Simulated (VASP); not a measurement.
# SrCl2 (Immm) in VASP: a series of runs

SrCl2 is run at these levels: r2SCAN; tasks: single point.

All numbers are computed with VASP 6.6.1; they aren't measurements. Logs are shortened: lines on timing, memory, paths and dates and some standing lists are left out, and cuts for length are marked.

### 1 The cell of the first run

The structure is orthorhombic, space group Immm (No. 71). Conventional cell: a = 4.837 Å, b = 5.022 Å, c = 6.971 Å, α = 90.00°, β = 90.00°, γ = 90.00°. Sr (site symmetry mmm) has 8 Cl at 2.98 to 3.06 Å within 3.9 Å. Cl (site symmetry mm2) has 4 Sr at 2.98 to 3.06 Å and 6 Cl at 3.49 Å within 3.9 Å.

### 2 Single point, r2SCAN (strain +0.0375 x Voigt [0, 0, 0, 0, 1, 0])

File POSCAR:

```
SrCl2
1.0
    0.0653531250      3.4855000000      3.4855000000
    3.5508531250      0.0000000000      3.5508531250
    3.4855000000      3.4855000000      0.0653531250
Sr Cl
1 2
Direct
    0.0000000000      0.0000000000      0.0000000000
    0.2500000000      0.2500000000      0.2500000000
    0.7500000000      0.7500000000      0.7500000000
```

File INCAR.step1:

```
PREC = Accurate
ENCUT = 520
ISMEAR = 0
SIGMA = 0.05
LREAL = False
LASPH = True
NELM = 80
NBANDS = 19
GGA = PE
ALGO = Normal
EDIFF = 1E-4
LWAVE = True
LCHARG = False
```

File INCAR.step2:

```
PREC = Accurate
ENCUT = 520
EDIFF = 1E-6
ISMEAR = 0
SIGMA = 0.05
LREAL = False
LASPH = True
NELM = 80
ALGO = Normal
ISIF = 2
LWAVE = False
LCHARG = False
METAGGA = R2SCAN
LMIXTAU = True
NBANDS = 19
ISTART = 1
```

File KPOINTS:

```
Automatic mesh
0
Gamma
  6 6 6
```

Potentials or basis: VASP PAW PBE potentials, release 64 (Sr_sv, Cl).

Started as:

```console
> cat potpaw_PBE.64/Sr_sv/POTCAR potpaw_PBE.64/Cl/POTCAR > POTCAR
> cp INCAR.step1 INCAR
> mpirun -np 1 vasp_std > vasp.out
> cp INCAR.step2 INCAR
> mpirun -np 1 vasp_std > vasp.out
```

OUTCAR:

```text
PREC = Accurate
   ENCUT = 520
   EDIFF = 1E-6
   ISMEAR = 0
   LREAL = False
   LASPH = True
   NELM = 80
   ISIF = 2
   METAGGA = R2SCAN
   ISTART = 1

 ion  position               nearest neighbor table
   1  0.000  0.000  0.000-   3 2.98   3 2.98   2 2.98   2 2.98   2 3.06   3 3.06   2 3.06   3 3.06

   2  0.250  0.250  0.250-   1 2.98   1 2.98   1 3.06   1 3.06
   3  0.750  0.750  0.750-   1 2.98   1 2.98   1 3.06   1 3.06

  LATTYP: Found a body centered orthorhombic cell.
 ALAT       =     4.8368180959
 B/A-ratio  =     1.0382165605
 C/A-ratio  =     1.4412367515

  Lattice vectors:

 A1 = (   0.0653531250,  -3.4855000000,   3.4855000000)
 A2 = (  -0.0653531250,  -3.4855000000,  -3.4855000000)
 A3 = (   3.4855000000,   3.4855000000,   0.0653531250)

Analysis of symmetry for initial positions (statically):
=====================================================================
 Subroutine PRICEL returns:
 Original cell was already a primitive cell.

 Routine SETGRP: Setting up the symmetry group for a
 body centered orthorhombic supercell.

 Subroutine GETGRP returns: Found  8 space group operations
 (whereof  8 operations were pure point group operations)
 out of a pool of  8 trial point group operations.

The static configuration has the point symmetry D_2h.

Analysis of symmetry for dynamics (positions and initial velocities):
=====================================================================
 Subroutine PRICEL returns:
 Original cell was already a primitive cell.

 Routine SETGRP: Setting up the symmetry group for a
 body centered orthorhombic supercell.

 Subroutine GETGRP returns: Found  8 space group operations
 (whereof  8 operations were pure point group operations)
 out of a pool of  8 trial point group operations.

The dynamic configuration has the point symmetry D_2h.

 Subroutine INISYM returns: Found  8 space group operations
 (whereof  8 operations are pure point group operations),
 and found     1 'primitive' translations

----------------------------------------------------------------------------------------

                                     Primitive cell

  volume of cell :      84.6589

  direct lattice vectors                    reciprocal lattice vectors
     0.065353125  3.485500000  3.485500000    -0.146192552  0.143451442  0.146192552
     3.550853125  0.000000000  3.550853125     0.140811231 -0.143451442  0.140811231
     3.485500000  3.485500000  0.065353125     0.146192552  0.143451442 -0.146192552

  length of vectors
     4.929674587  5.021664647  4.929674587     0.251640300  0.245426001  0.251640300

  position of ions in fractional coordinates (direct lattice)
     0.000000000  0.000000000  0.000000000
     0.250000000  0.250000000  0.250000000
     0.750000000  0.750000000  0.750000000

  ion indices of the primitive-cell ions
   primitive index   ion index
                 1           1
                 2           2
                 3           3

----------------------------------------------------------------------------------------

 KPOINTS: Automatic mesh

Automatic generation of k-mesh.
 Grid dimensions read from file:
 generate k-points for:    6    6    6

 Generating k-lattice:

  Cartesian coordinates                     Fractional coordinates (reciprocal lattice)
    -0.024365425  0.023908574  0.024365425     0.166666667  0.000000000  0.000000000
     0.023468539 -0.023908574  0.023468539     0.000000000  0.166666667 -0.000000000
     0.024365425  0.023908574 -0.024365425     0.000000000  0.000000000  0.166666667

  Length of vectors
     0.041940050  0.040904333  0.041940050

  Shift w.r.t. Gamma in fractional coordinates (k-lattice)
     0.000000000  0.000000000  0.000000000

 Subroutine IBZKPT returns following result:
 ===========================================

 Found     46 irreducible k-points:

 Following reciprocal coordinates:
            Coordinates               Weight
  0.000000  0.000000  0.000000      1.000000
  0.166667  0.000000  0.000000      4.000000
  0.333333  0.000000 -0.000000      4.000000
  0.500000  0.000000 -0.000000      2.000000
  0.000000  0.166667  0.000000      4.000000
  0.166667  0.166667  0.000000      4.000000
[... 16 lines left out ...]
  0.500000  0.000000  0.166667      4.000000
 -0.333333  0.000000  0.166667      4.000000
 [... further k-points ...]
   k-points           NKPTS =     46   k-points in BZ     NKDIM =     46   number of bands    NBANDS=     19
   number of dos      NEDOS =    301   number of ions     NIONS =      3
   total plane-waves  NPLWV =  64000
   dimension x,y,z NGX =    40 NGY =   40 NGZ =   40
   dimension x,y,z NGXF=    80 NGYF=   80 NGZF=   80
   ions per type =               1   2
   NGX,Y,Z   is equivalent  to a cutoff of  13.49, 13.24, 13.49 a.u.
   NGXF,Y,Z  is equivalent  to a cutoff of  26.98, 26.48, 26.98 a.u.
 SYSTEM =  unknown system
   PREC   = accura    normal or accurate (medium, high low for compatibility)
   ISTART =      1    job   : 0-new  1-cont  2-samecut
   ICHARG =      0    charge: 1-file 2-atom 10-const
   ISPIN  =      1    spin polarized calculation?
   LNONCOLLINEAR =      F non collinear calculations
   LSORBIT =      F    spin-orbit coupling
   LASPH  =      T    aspherical Exc in radial PAW
   ENCUT  =  520.0 eV  38.22 Ry    6.18 a.u.   9.17  9.34  9.17*2*pi/ulx,y,z
   NELM   =     80;   NELMIN=  2; NELMDL=  0     # of ELM steps
   EDIFF  = 0.1E-05   stopping-criterion for ELM
   LREAL  =      F    real-space projection
   EDIFFG = 0.1E-04   stopping-criterion for IOM
   NSW    =      0    number of steps for IOM
   IBRION =     -1    ionic relax: 0-MD 1-quasi-New 2-CG
   NFREE  =      0    steps in history (QN), initial steepest desc. (CG)
   ISIF   =      2    stress and relaxation
   ISYM   =      2    0-nonsym 1-usesym 2-fastsym
   POTIM  = 0.5000    time-step for ionic-motion
   TEBEG  =    0.0;   TEEND  =   0.0 temperature during run
   PSTRESS=    0.0 pullay stress
   NELECT =      24.0000    total number of electrons
   NUPDOWN=      -1.0000    fix difference up-down
   EMIN   =  10.00;   EMAX   =-10.00  energy-range for DOS
   EFERMI =   0.00;   METHOD = LEGACY
   ISMEAR =     0;   SIGMA  =   0.05  broadening in eV -4-tet -1-fermi 0-gaus
   EFERMI_NEDOS =   21; number of points for ismear=-14 and -15
   IALGO  =     38    algorithm
   IMIX   =      4    mixing-type and parameters
     AMIX     =   0.40;   BMIX     =  1.00
     AMIX_MAG =   1.60;   BMIX_MAG =  1.00
  volume/ion in A,a.u.               =      28.22       190.44
  Fermi-wavevector in a.u.,A,eV,Ry     =   1.075444  2.032294 15.736218  1.156579
  Thomas-Fermi vector in A             =   2.211300
   LORBIT       =      0    0 simple, 1 ext, 2 COOP (PROOUT), +10 PAW based schemes
   METAGGA = R2SCAN    functional components
   LHFCALC =     F    Hartree Fock is set to
   AEXX    =    0.0000 exact exchange contribution
   IVDW    =     0    specifies the selected vdW correction
   LEPSILON=     F    determine dielectric tensor
   LRPA    =     F    only Hartree local field effects (RPA)
 non-spin polarized calculation
 Gauss-broadening in eV      SIGMA  =   0.05
  energy-cutoff  :      520.00
  volume of cell :       84.66
 maximum number of plane-waves:      2310
 NGX is ok and might be reduce to    40
   NGX = 19   NGY = 19   NGZ = 19

 number of electron      24.0000001 magnetization

 Free energy of the ion-electron system (eV)
  ---------------------------------------------------
  ext. energy  EPLUGINS =         0.00000000
  ---------------------------------------------------
  free energy    TOTEN  =       -35.68906174 eV

  energy without entropy =      -35.68906174  energy(sigma->0) =      -35.68906174

 E-fermi :   0.1034     XC(G=0):  -8.7801

 val. band max:       -0.2056497236   @ k =   0.5000   0.0000   0.5000
 cond. band min:       5.7732863191   @ k =   0.0000   0.0000   0.0000
 fundamental gap:      5.9789360426
 Fermi energy:         0.1034438335

 k-point     1 :       0.0000    0.0000    0.0000
  band No.  band energies     occupation
      1     -34.1401      2.00000
      2     -15.5158      2.00000
      3     -15.5158      2.00000
      4     -15.5088      2.00000
      5     -14.1003      2.00000
      6     -13.2164      2.00000
[... 11 lines left out ...]
     18       9.6502      0.00000
     19       9.8276      0.00000

 k-point     2 :       0.1667    0.0000    0.0000
  band No.  band energies     occupation
      1     -34.1392      2.00000
      2     -15.6195      2.00000
      3     -15.5193      2.00000
      4     -15.5175      2.00000
      5     -13.9213      2.00000
      6     -13.2821      2.00000
[... 11 lines left out ...]
     18       9.2908      0.00000
     19      10.1958      0.00000

 k-point     3 :       0.3333    0.0000   -0.0000
  band No.  band energies     occupation
      1     -34.1373      2.00000
      2     -15.7812      2.00000
      3     -15.5262      2.00000
      4     -15.5245      2.00000
      5     -13.6956      2.00000
      6     -13.3260      2.00000
[... 11 lines left out ...]
     18       9.1550      0.00000
     19       9.6283      0.00000

 k-point     4 :       0.5000    0.0000   -0.0000
  band No.  band energies     occupation
      1     -34.1364      2.00000
      2     -15.8452      2.00000
      3     -15.5296      2.00000
      4     -15.5279      2.00000
      5     -13.6878      2.00000
      6     -13.2543      2.00000
[... 407 lines left out ...]
     18       9.0173      0.00000
     19      10.0398      0.00000

 k-point    23 :       0.5000    0.0000    0.1667
  band No.  band energies     occupation
      1     -34.1362      2.00000
      2     -15.8083      2.00000
      3     -15.5999      2.00000
      4     -15.5348      2.00000
      5     -13.5823      2.00000
      6     -13.3118      2.00000
[... 11 lines left out ...]
     18       9.4169      0.00000
     19       9.8091      0.00000

 k-point    24 :      -0.3333    0.0000    0.1667
  band No.  band energies     occupation
      1     -34.1364      2.00000
      2     -15.8022      2.00000
      3     -15.5911      2.00000
      4     -15.5297      2.00000
      5     -13.5725      2.00000
      6     -13.3469      2.00000
[... 11 lines left out ...]
     18       9.4220      0.00000
     19       9.6662      0.00000

 [... further k-points ...]

------------------------ aborting loop because EDIFF is reached ----------------------------------------

  FORCE on cell =-STRESS in cart. coord.  units (eV):
  Direction    XX          YY          ZZ          XY          YZ          ZX
  --------------------------------------------------------------------------------------
  -------------------------------------------------------------------------------------
  Total        0.2612398      0.2695370      0.2612398      0.0000000      0.0000000     -0.3301043
  in kB        4.9439880      5.1010123      4.9439880      0.0000000      0.0000000     -6.2472551
  external PRESSURE =       4.9963294 kB  Pullay stress =       0.0000000 kB

 VOLUME and BASIS-vectors are now :
 -----------------------------------------------------------------------------
  energy-cutoff  :      520.00
  volume of cell :       84.66
      direct lattice vectors                 reciprocal lattice vectors
     0.065353125  3.485500000  3.485500000    -0.146192552  0.143451442  0.146192552
     3.550853125  0.000000000  3.550853125     0.140811231 -0.143451442  0.140811231
     3.485500000  3.485500000  0.065353125     0.146192552  0.143451442 -0.146192552

 POSITION                                       TOTAL-FORCE (eV/Angst)
 -----------------------------------------------------------------------------------
      0.00000      0.00000      0.00000         0.000000      0.000000     -0.000000
      1.77543      1.74275      1.77543         0.000000     -0.104427      0.000000
      5.32628      5.22825      5.32628        -0.000000      0.104427     -0.000000
 -----------------------------------------------------------------------------------
    total drift:                               -0.000000     -0.000000      0.000000

  FREE ENERGIE OF THE ION-ELECTRON SYSTEM (eV)
  ---------------------------------------------------
  free  energy   TOTEN  =       -35.6890617354 eV

  energy  without entropy=      -35.6890617354  energy(sigma->0) =      -35.68906174
```

Wall time 6.1 min (1 thread of Intel Xeon 8259CL, shared host); peak memory 0.29 GiB.

Results:

* Free energy: -35.6891 eV
* Pressure: 0.5 GPa
* Largest force: 0.104 eV/Å
* Band gap on the k mesh: 5.98 eV (least direct gap 5.99 eV)

Forces in eV/Å, atoms in the order of the input:
```
Sr   0.000  0.000  0.000
Cl   0.000 -0.104  0.000
Cl   0.000  0.104  0.000
```

Caveat: the cell differs from its parent crystal (strain +0.0375 x Voigt [0, 0, 0, 0, 1, 0]); the PAW data sets were made with another functional, which shifts forces and pressure a little. A k mesh can miss the band edges.

### 3 Single point, r2SCAN (strain +0.0187 x Voigt [0, 0, 0, 0, 1, 0])

File POSCAR:

```
SrCl2
1.0
    0.0325894250      3.4855000000      3.4855000000
    3.5180894250      0.0000000000      3.5180894250
    3.4855000000      3.4855000000      0.0325894250
Sr Cl
1 2
Direct
    0.0000000000      0.0000000000      0.0000000000
    0.2500000000      0.2500000000      0.2500000000
    0.7500000000      0.7500000000      0.7500000000
```

File INCAR.step1:

```
PREC     = Accurate       # precision mode
ENCUT    = 520            # plane-wave cutoff, eV
ISMEAR   = 0              # smearing method
SIGMA    = 0.05           # smearing width, eV
LREAL    = F              # projectors in reciprocal space
LASPH    = T              # aspherical terms in the spheres
NELM     = 80             # most SCF steps
NBANDS   = 19             # bands
GGA      = PE             # functional
ALGO     = Normal         # electronic algorithm
EDIFF    = 1E-4           # SCF threshold, eV
LWAVE    = T              # write WAVECAR
LCHARG   = F              # write CHGCAR
```

File INCAR.step2:

```
PREC     = Accurate       # precision mode
ENCUT    = 520            # plane-wave cutoff, eV
EDIFF    = 1E-6           # SCF threshold, eV
ISMEAR   = 0              # smearing method
SIGMA    = 0.05           # smearing width, eV
LREAL    = F              # projectors in reciprocal space
LASPH    = T              # aspherical terms in the spheres
NELM     = 80             # most SCF steps
ALGO     = Normal         # electronic algorithm
ISIF     = 2              # what is computed and relaxed
LWAVE    = F              # write WAVECAR
LCHARG   = T              # write CHGCAR
METAGGA  = R2SCAN         # meta-GGA
LMIXTAU  = T            
LELF     = T              # ELF
LVHAR    = T            
NBANDS   = 19             # bands
ISTART   = 1
```

KPOINTS is that of step 2.

Potentials or basis: VASP PAW PBE potentials, release 64 (Sr_sv, Cl).

Started as:

```console
> cat potpaw_PBE.64/Sr_sv/POTCAR potpaw_PBE.64/Cl/POTCAR > POTCAR
> cp INCAR.step1 INCAR
> mpirun -np 1 vasp_std > vasp.out
> cp INCAR.step2 INCAR
> mpirun -np 1 vasp_std > vasp.out
```

It took 5 min on 1 thread of Intel Xeon 8259CL, shared host; peak memory 0.29 GiB.

It converged, with:

```
Free energy            : -35.6938 eV
Pressure               : 0.4 GPa
Largest force          : 0.052 eV/Å
Band gap on the k mesh : 5.98 eV (least direct gap 5.99 eV)
```

Forces on the atoms (eV/Å):
```
Sr   0.000  0.000  0.000
Cl   0.000 -0.052  0.000
Cl   0.000  0.052  0.000
```

Stress tensor (GPa, compression positive):
```
 0.44  0.00 -0.31
 0.00  0.45  0.00
-0.31  0.00  0.44
```

Levels at points of the mesh, in eV from the valence-band top:
```tsv
k point	band 9	band 10	band 11	band 12	band 13	band 14	band 15	band 16
(0.00, 0.00, 0.00)	-2.15	-0.36	-0.35	-0.34	5.98	6.69	6.69	9.52
(0.50, 0.00, 0.00)	-1.50	-1.35	-1.08	-1.07	7.28	7.34	8.24	8.29
(0.00, 0.50, 0.00)	-1.48	-1.35	-1.07	-1.06	7.26	7.31	8.23	8.24
(0.50, 0.50, 0.00)	-1.92	-0.40	-0.40	0.00	5.99	7.79	8.23	8.72
(0.50, 0.00, 0.50)	-1.90	-0.45	-0.36	0.00	5.99	7.79	8.23	8.66
```

Caveat: the cell differs from its parent crystal (strain +0.0187 x Voigt [0, 0, 0, 0, 1, 0]); the PAW data sets were made with another functional, which shifts forces and pressure a little. A k mesh can miss the band edges.
